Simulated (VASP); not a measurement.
# InSb (F-43m) in VASP: further runs

The runs below take InSb through single point, with PBEsol.

Everything below comes from runs of VASP 6.6.1. Logs are shortened: lines on timing, memory, paths and dates and some standing lists are left out, and cuts for length are marked.

**What was measured.**

From “Electronic Structure and Epitaxy of CdTe Shells on InSb Nanowires”, 2021, arxiv:2111.05126, for a bulk crystal of InSb: band gap 0.24 eV.

The results are compared with them further down.

## 1. The cell of the first run

It takes space group F-43m (No. 216, cubic). The conventional cell has a = 6.520 Å, b = 6.520 Å, c = 6.520 Å, α = 90.00°, β = 90.00°, γ = 90.00°. Within 3.7 Å of In (site symmetry -43m) lie 4 Sb at 2.82 Å. Sb (site symmetry -43m) has 4 In at 2.82 Å within 3.7 Å.

## 2. Single point, PBEsol

Contents of INCAR:

```
SYSTEM = InSb
PREC = Accurate ; ENCUT = 520
EDIFF = 1E-6 ; ISMEAR = 0
SIGMA = 0.1 ; LREAL = .False.
LASPH = .True. ; NELM = 80
ALGO = Normal ; ISIF = 2
LWAVE = .False. ; LCHARG = .False.
GGA = PS ; NBANDS = 16
```

Contents of KPOINTS:

```
regular mesh
0
Gamma
  12 12 12
  0 0 0
```

Contents of POSCAR:

```
InSb
1.0
    0.0000000000      3.2599290578      3.2599290578
    3.2599290578      0.0000000000      3.2599290578
    3.2599290578      3.2599290578      0.0000000000
In Sb
1 1
Direct
    0.0000000000      0.0000000000      0.0000000000
    0.2500000000      0.2500000000      0.2500000000
```

Potentials or basis: VASP PAW PBE potentials, release 64 (In_d, Sb).

Run with:

```bash
> cat potpaw_PBE.64/In_d/POTCAR potpaw_PBE.64/Sb/POTCAR > POTCAR
> mpirun -np 1 vasp_std > vasp.out
```

OUTCAR:

```text
SYSTEM = InSb
   PREC = Accurate
   ENCUT = 520
   EDIFF = 1E-6
   ISMEAR = 0
   LREAL = .False.
   LASPH = .True.
   NELM = 80
   ISIF = 2
   GGA = PS

 ion  position               nearest neighbor table
   1  0.000  0.000  0.000-   2 2.82   2 2.82   2 2.82   2 2.82
   2  0.250  0.250  0.250-   1 2.82   1 2.82   1 2.82   1 2.82

  LATTYP: Found a face centered cubic cell.
 ALAT       =     6.5198581156

  Lattice vectors:

 A1 = (   0.0000000000,   3.2599290578,   3.2599290578)
 A2 = (   3.2599290578,   0.0000000000,   3.2599290578)
 A3 = (   3.2599290578,   3.2599290578,   0.0000000000)

Analysis of symmetry for initial positions (statically):
=====================================================================
 Subroutine PRICEL returns:
 Original cell was already a primitive cell.

 Routine SETGRP: Setting up the symmetry group for a
 face centered cubic supercell.

 Subroutine GETGRP returns: Found 24 space group operations
 (whereof 24 operations were pure point group operations)
 out of a pool of 48 trial point group operations.

The static configuration has the point symmetry T_d .

Analysis of symmetry for dynamics (positions and initial velocities):
=====================================================================
 Subroutine PRICEL returns:
 Original cell was already a primitive cell.

 Routine SETGRP: Setting up the symmetry group for a
 face centered cubic supercell.

 Subroutine GETGRP returns: Found 24 space group operations
 (whereof 24 operations were pure point group operations)
 out of a pool of 48 trial point group operations.

The dynamic configuration has the point symmetry T_d .

 Subroutine INISYM returns: Found 24 space group operations
 (whereof 24 operations are pure point group operations),
 and found     1 'primitive' translations

----------------------------------------------------------------------------------------

                                     Primitive cell

  volume of cell :      69.2874

  direct lattice vectors                    reciprocal lattice vectors
     0.000000000  3.259929058  3.259929058    -0.153377571  0.153377571  0.153377571
     3.259929058  0.000000000  3.259929058     0.153377571 -0.153377571  0.153377571
     3.259929058  3.259929058  0.000000000     0.153377571  0.153377571 -0.153377571

  length of vectors
     4.610235886  4.610235886  4.610235886     0.265657745  0.265657745  0.265657745

  position of ions in fractional coordinates (direct lattice)
     0.000000000  0.000000000  0.000000000
     0.250000000  0.250000000  0.250000000

  ion indices of the primitive-cell ions
   primitive index   ion index
                 1           1
                 2           2

----------------------------------------------------------------------------------------

 KPOINTS: regular mesh

Automatic generation of k-mesh.
 Grid dimensions read from file:
 generate k-points for:   12   12   12

 Generating k-lattice:

  Cartesian coordinates                     Fractional coordinates (reciprocal lattice)
    -0.012781464  0.012781464  0.012781464     0.083333333  0.000000000  0.000000000
     0.012781464 -0.012781464  0.012781464     0.000000000  0.083333333  0.000000000
     0.012781464  0.012781464 -0.012781464     0.000000000  0.000000000  0.083333333

  Length of vectors
     0.022138145  0.022138145  0.022138145

  Shift w.r.t. Gamma in fractional coordinates (k-lattice)
     0.000000000  0.000000000  0.000000000

 Subroutine IBZKPT returns following result:
 ===========================================

 Found     72 irreducible k-points:

 Following reciprocal coordinates:
            Coordinates               Weight
  0.000000  0.000000  0.000000      1.000000
  0.083333  0.000000  0.000000      8.000000
  0.166667  0.000000  0.000000      8.000000
  0.250000  0.000000  0.000000      8.000000
  0.333333  0.000000  0.000000      8.000000
  0.416667  0.000000  0.000000      8.000000
[... 16 lines left out ...]
  0.500000  0.166667  0.000000     24.000000
 -0.416667  0.166667  0.000000     24.000000
 [... further k-points ...]
   k-points           NKPTS =     72   k-points in BZ     NKDIM =     72   number of bands    NBANDS=     16
   number of dos      NEDOS =    301   number of ions     NIONS =      2
   total plane-waves  NPLWV =  46656
   dimension x,y,z NGX =    36 NGY =   36 NGZ =   36
   dimension x,y,z NGXF=    72 NGYF=   72 NGZF=   72
   ions per type =               1   1
   NGX,Y,Z   is equivalent  to a cutoff of  12.98, 12.98, 12.98 a.u.
   NGXF,Y,Z  is equivalent  to a cutoff of  25.96, 25.96, 25.96 a.u.
 SYSTEM =  InSb
   PREC   = accura    normal or accurate (medium, high low for compatibility)
   ISTART =      0    job   : 0-new  1-cont  2-samecut
   ICHARG =      2    charge: 1-file 2-atom 10-const
   ISPIN  =      1    spin polarized calculation?
   LNONCOLLINEAR =      F non collinear calculations
   LSORBIT =      F    spin-orbit coupling
   LASPH  =      T    aspherical Exc in radial PAW
   ENCUT  =  520.0 eV  38.22 Ry    6.18 a.u.   8.57  8.57  8.57*2*pi/ulx,y,z
   NELM   =     80;   NELMIN=  2; NELMDL= -5     # of ELM steps
   EDIFF  = 0.1E-05   stopping-criterion for ELM
   LREAL  =      F    real-space projection
   EDIFFG = 0.1E-04   stopping-criterion for IOM
   NSW    =      0    number of steps for IOM
   IBRION =     -1    ionic relax: 0-MD 1-quasi-New 2-CG
   NFREE  =      0    steps in history (QN), initial steepest desc. (CG)
   ISIF   =      2    stress and relaxation
   ISYM   =      2    0-nonsym 1-usesym 2-fastsym
   POTIM  = 0.5000    time-step for ionic-motion
   TEBEG  =    0.0;   TEEND  =   0.0 temperature during run
   PSTRESS=    0.0 pullay stress
   NELECT =      18.0000    total number of electrons
   NUPDOWN=      -1.0000    fix difference up-down
   EMIN   =  10.00;   EMAX   =-10.00  energy-range for DOS
   EFERMI =   0.00;   METHOD = LEGACY
   ISMEAR =     0;   SIGMA  =   0.10  broadening in eV -4-tet -1-fermi 0-gaus
   EFERMI_NEDOS =   21; number of points for ismear=-14 and -15
   IALGO  =     38    algorithm
   IMIX   =      4    mixing-type and parameters
     AMIX     =   0.40;   BMIX     =  1.00
     AMIX_MAG =   1.60;   BMIX_MAG =  1.00
  volume/ion in A,a.u.               =      34.64       233.79
  Fermi-wavevector in a.u.,A,eV,Ry     =   1.044594  1.973996 14.846359  1.091177
  Thomas-Fermi vector in A             =   2.179353
   LORBIT       =      0    0 simple, 1 ext, 2 COOP (PROOUT), +10 PAW based schemes
   GGA     = PS    functional components
   LHFCALC =     F    Hartree Fock is set to
   AEXX    =    0.0000 exact exchange contribution
   IVDW    =     0    specifies the selected vdW correction
   LEPSILON=     F    determine dielectric tensor
   LRPA    =     F    only Hartree local field effects (RPA)
 non-spin polarized calculation
 Gauss-broadening in eV      SIGMA  =   0.10
  energy-cutoff  :      520.00
  volume of cell :       69.29
 maximum number of plane-waves:      1892
 NGX is ok and might be reduce to    36
   NGX = 17   NGY = 17   NGZ = 17

 number of electron      17.9999994 magnetization

 Free energy of the ion-electron system (eV)
  ---------------------------------------------------
  ext. energy  EPLUGINS =         0.00000000
  ---------------------------------------------------
  free energy    TOTEN  =        -7.70077471 eV

  energy without entropy =       -7.70062743  energy(sigma->0) =       -7.70070107

 E-fermi :   4.8207     XC(G=0):  -8.7892

 val. band max:        4.7644252443   @ k =   0.0000   0.0000   0.0000
 cond. band min:       5.2038883648   @ k =   0.5000   0.0000   0.0000
 fundamental gap:      0.4394631205
 Fermi energy:         4.8206538664

 k-point     1 :       0.0000    0.0000    0.0000
  band No.  band energies     occupation
      1      -9.7360      2.00000
      2      -9.7360      2.00000
      3      -9.7360      2.00000
      4      -9.6545      2.00000
      5      -9.6545      2.00000
      6      -5.8661      2.00000
[... 8 lines left out ...]
     15      13.0111      0.00000
     16      13.0111      0.00000

 k-point     2 :       0.0833    0.0000    0.0000
  band No.  band energies     occupation
      1      -9.7391      2.00000
      2      -9.7346      2.00000
      3      -9.7346      2.00000
      4      -9.6547      2.00000
      5      -9.6547      2.00000
      6      -5.8041      2.00000
[... 8 lines left out ...]
     15      12.4656      0.00000
     16      12.4656      0.00000

 k-point     3 :       0.1667    0.0000    0.0000
  band No.  band energies     occupation
      1      -9.7476      2.00000
      2      -9.7308      2.00000
      3      -9.7308      2.00000
      4      -9.6549      2.00000
      5      -9.6549      2.00000
      6      -5.6230      2.00000
[... 8 lines left out ...]
     15      12.0303      0.00000
     16      12.0303      0.00000

 k-point     4 :       0.2500    0.0000    0.0000
  band No.  band energies     occupation
      1      -9.7590      2.00000
      2      -9.7261      2.00000
      3      -9.7261      2.00000
      4      -9.6547      2.00000
      5      -9.6547      2.00000
      6      -5.3402      2.00000
[... 8 lines left out ...]
     15      11.9990      0.00000
     16      11.9990      0.00000
[... 324 lines left out ...]
 k-point    22 :       0.4167    0.1667    0.0000
  band No.  band energies     occupation
      1      -9.7831      2.00000
      2      -9.7154      2.00000
      3      -9.7128      2.00000
      4      -9.6599      2.00000
      5      -9.6509      2.00000
      6      -4.6928      2.00000
[... 8 lines left out ...]
     15      13.2399      0.00000
     16      13.9361      0.00000

 k-point    23 :       0.5000    0.1667    0.0000
  band No.  band energies     occupation
      1      -9.7870      2.00000
      2      -9.7143      2.00000
      3      -9.7116      2.00000
      4      -9.6581      2.00000
      5      -9.6517      2.00000
      6      -4.4303      2.00000
[... 8 lines left out ...]
     15      13.6205      0.00000
     16      13.9596      0.00000

 k-point    24 :      -0.4167    0.1667    0.0000
  band No.  band energies     occupation
      1      -9.7866      2.00000
      2      -9.7143      2.00000
      3      -9.7125      2.00000
      4      -9.6560      2.00000
      5      -9.6535      2.00000
      6      -4.3889      2.00000
[... 8 lines left out ...]
     15      12.9391      0.00000
     16      13.1982      0.00000

 [... further k-points ...]
[... 5 lines left out ...]
  --------------------------------------------------------------------------------------
  -------------------------------------------------------------------------------------
  Total       -0.0009395     -0.0009395     -0.0009395      0.0000000      0.0000000     -0.0000000
  in kB       -0.0217247     -0.0217247     -0.0217247      0.0000000      0.0000000     -0.0000000
  external PRESSURE =      -0.0217247 kB  Pullay stress =       0.0000000 kB

 VOLUME and BASIS-vectors are now :
 -----------------------------------------------------------------------------
  energy-cutoff  :      520.00
  volume of cell :       69.29
      direct lattice vectors                 reciprocal lattice vectors
     0.000000000  3.259929058  3.259929058    -0.153377571  0.153377571  0.153377571
     3.259929058  0.000000000  3.259929058     0.153377571 -0.153377571  0.153377571
     3.259929058  3.259929058  0.000000000     0.153377571  0.153377571 -0.153377571

 POSITION                                       TOTAL-FORCE (eV/Angst)
 -----------------------------------------------------------------------------------
      0.00000      0.00000      0.00000        -0.000000     -0.000000     -0.000000
      1.62996      1.62996      1.62996         0.000000      0.000000      0.000000
 -----------------------------------------------------------------------------------
    total drift:                               -0.000000     -0.000000     -0.000000

  FREE ENERGIE OF THE ION-ELECTRON SYSTEM (eV)
  ---------------------------------------------------
  free  energy   TOTEN  =        -7.7007747091 eV

  energy  without entropy=       -7.7006274335  energy(sigma->0) =       -7.70070107
```

It took 84 s on 1 thread of Intel Xeon 8259CL, shared host; peak memory 0.25 GiB.

Results:

```yaml
Free_energy: -7.7008 eV
Pressure: 0.0 GPa
Band_gap_on_the_k_mesh: zero (filled and empty bands touch)
```

Caveat: semilocal functionals underestimate gaps, so a narrow gap can read as zero; the PAW data sets were made with another functional, which shifts forces and pressure a little; spin-orbit coupling is left out, which moves the levels of the heavy elements.

## 3. Single point, PBEsol

Contents of INCAR:

```
  ALGO = Normal
  EDIFF = 1E-6
  ENCUT = 520
  GGA = PS
  ISIF = 2
  ISMEAR = 0
  LASPH = True
  LCHARG = False
  LREAL = False
  LWAVE = False
  NBANDS = 16
  NELM = 60
  PREC = Accurate
  SIGMA = 0.1
```

Contents of KPOINTS:

```
k-points
0
Gamma
  12 12 12
```

POSCAR is that of step 2.

Potentials or basis: VASP PAW PBE potentials, release 64 (In_d, Sb).

Run with:

```bash
> cat potpaw_PBE.64/In_d/POTCAR potpaw_PBE.64/Sb/POTCAR > POTCAR
> mpirun -np 1 vasp_std > vasp.out
```

Run time: 81 s. Hardware: 1 thread of Intel Xeon 8259CL, shared host; peak memory 0.25 GiB.

It converged, with:

```yaml
Free_energy: -7.7008 eV
Pressure: 0.0 GPa
Band_gap_on_the_k_mesh: zero (filled and empty bands touch)
```

Levels at points of the mesh, in eV from the Fermi level:
| k point | band 5 | band 6 | band 7 | band 8 | band 9 | band 10 | band 11 | band 12 | band 13 | band 14 |
| --- | --- | --- | --- | --- | --- | --- | --- | --- | --- | --- |
| (0.00, 0.00, 0.00) | -14.48 | -10.69 | -0.42 | -0.06 | -0.06 | -0.06 | 2.88 | 2.88 | 2.88 | 5.49 |
| (0.50, 0.00, 0.00) | -14.47 | -9.36 | -5.63 | -1.04 | -1.04 | 0.38 | 3.72 | 3.72 | 5.91 | 8.01 |
| (0.50, 0.50, 0.00) | -14.47 | -8.77 | -5.92 | -2.27 | -2.27 | 1.22 | 1.23 | 7.96 | 7.96 | 8.53 |

Caveat: semilocal functionals underestimate gaps, so a narrow gap can read as zero; the PAW data sets were made with another functional, which shifts forces and pressure a little; spin-orbit coupling is left out, which moves the levels of the heavy elements.

## 4. Comparison with measurements

Step 2. Against the measured gap of InSb, 0.24 eV (quoted in “Electronic Structure and Epitaxy of CdTe Shells on InSb Nanowires”, 2021, arxiv:2111.05126), the calculated 0.00 eV is off by -0.24 eV. Spin-orbit coupling on In, Sb is left out. The value is that of PBEsol on a finite k mesh, which can miss the band edges, without temperature or zero-point motion. Semilocal functionals fall short of measured gaps as a rule.

Step 3. Against the measured gap of InSb, 0.24 eV (quoted in “Electronic Structure and Epitaxy of CdTe Shells on InSb Nanowires”, 2021, arxiv:2111.05126), the calculated 0.00 eV is off by -0.24 eV. Spin-orbit coupling on In, Sb is left out. The value is that of PBEsol on a finite k mesh, which can miss the band edges, without temperature or zero-point motion. Semilocal functionals fall short of measured gaps as a rule.
